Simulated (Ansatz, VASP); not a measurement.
Two plane-wave programs on InAs

File POSCAR:

```
InAs
1.0
    0.0000000000      3.0851363778      3.0851363778
    3.0851363778      0.0000000000      3.0851363778
    3.0851363778      3.0851363778      0.0000000000
In As
1 1
Direct
    0.0000000000      0.0000000000      0.0000000000
    0.2500000000      0.2500000000      0.2500000000
```

Contents of INCAR.step1:

```
PREC     = Accurate       # precision mode
ENCUT    = 520            # plane-wave cutoff, eV
EDIFF    = 1E-5           # SCF threshold, eV
ISMEAR   = -1             # smearing method
SIGMA    = 0.02           # smearing width, eV
LREAL    = False          # projectors in reciprocal space
LASPH    = True           # aspherical terms in the spheres
NELM     = 80             # most SCF steps
ALGO     = Normal         # electronic algorithm
ISIF     = 2              # what is computed and relaxed
LWAVE    = True           # write WAVECAR
LCHARG   = False          # write CHGCAR
NBANDS   = 16             # bands
GGA      = PE             # functional
```

INCAR.step2

```
PREC     = Accurate       # precision mode
ENCUT    = 520            # plane-wave cutoff, eV
EDIFF    = 1E-6           # SCF threshold, eV
ISMEAR   = -1             # smearing method
SIGMA    = 0.02           # smearing width, eV
LREAL    = False          # projectors in reciprocal space
LASPH    = True           # aspherical terms in the spheres
NELM     = 80             # most SCF steps
ALGO     = Normal         # electronic algorithm
ISIF     = 2              # what is computed and relaxed
LWAVE    = False          # write WAVECAR
LCHARG   = False          # write CHGCAR
GGA      = PE             # functional
LHFCALC  = True           # exact exchange
HFSCREEN = 0.2079         # screening, 1/A
PRECFOCK = Normal       
NBANDS   = 16             # bands
ISTART   = 1
```

Contents of KPOINTS:

```
Automatic mesh
0
Gamma
  6 6 6
```

Input for Ansatz:

```yaml
crystal:
  lattice:
    - [0.0, 3.0851363778, 3.0851363778]
    - [3.0851363778, 0.0, 3.0851363778]
    - [3.0851363778, 3.0851363778, 0.0]
  atoms:
    - { symbol: In, position: [0.0, 0.0, 0.0] }
    - { symbol: As, position: [0.25, 0.25, 0.25] }
kpoints:
  mp_grid: { grid: [6, 6, 6] }
  band_path:
    path:
      - [0.0, 0.0, 0.0]
      - [-0.5, -0.5, 0.0]
      - [-0.375, -0.375, 0.25]
      - [-0.375, 0.0, 0.375]
      - [0.0, 0.0, 0.5]
      - [-0.5, -0.25, 0.25]
    npoints: 1
hamiltonian:
  xc: hse06
scf:
  occupations: { method: fermi_dirac, width: 0.02 }
  n_extra_bands: 4
output:
  forces: true
  stress: true
  eigenvalues: true
```

Change from the starting cell: hydrostatic strain +1.0%.

Alike in both runs: task single point; functional HSE06; k mesh 6 × 6 × 6; occupations fermi-dirac, width 0.02 eV; no spin polarisation.

```csv
,VASP,Ansatz
version,VASP 6.6.1,Ansatz 0.2.0
potentials or method,"VASP PAW PBE potentials, release 64 (In_d, As)","plane waves, PAW"
plane-wave cutoff (eV),520,420
valence electrons in the cell,18,28
```

|  | VASP | Ansatz | Ansatz less VASP |
| --- | --- | --- | --- |
| pressure (GPa) | -1.8 | -1.7 | +0.19 |

VASP's potentials hold 18 valence electrons a cell and Ansatz's 28, so a difference there can come from the potentials and not from the codes. Ansatz's warnings: stress exchange threshold loose, stress scf threshold loose.
